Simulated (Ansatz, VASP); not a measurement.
# One calculation of Ti2Tl, two programs

```
CELL_PARAMETERS angstrom
4.78013 0.00000 0.00000
-2.39006 4.13971 0.00000
0.00000 0.00000 2.87132
ATOMIC_POSITIONS crystal
Ti 0.33333 0.66667 0.50000
Ti 0.66667 0.33333 0.50000
Tl 0.00000 0.00000 0.00000
```

Alike in both runs: functional PBE; k mesh 6 × 6 × 4; occupations gaussian, width 0.1 eV; no spin polarisation.

Ansatz relaxed the structure, and its values are those at the end. VASP's run is a single point on that final structure, the one shown.

|  | VASP | Ansatz |
| --- | --- | --- |
| version | VASP 6.6.1 | Ansatz 0.2.0 |
| potentials or method | VASP PAW PBE potentials, release 64 (Ti_sv, Tl_d), cutoff 520 eV | scalar-relativistic, plane waves, PAW |
| valence electrons in the cell | 37 | 37 |

Ansatz gave:

```
gap on the k mesh at the Fermi level (eV) : none
pressure (GPa)                            : 0.2
```

Question: Which values does VASP return?

Answer: gap on the k mesh at the Fermi level (eV): none; pressure (GPa): 0.1.

A gap of «none» marks a metal or a gap that the smearing closes. The functional is the same, so the differences come from potentials, cutoffs and numerics.

The k mesh is coarse, so the values compare programs but aren't converged. Neither program's run includes spin-orbit coupling.
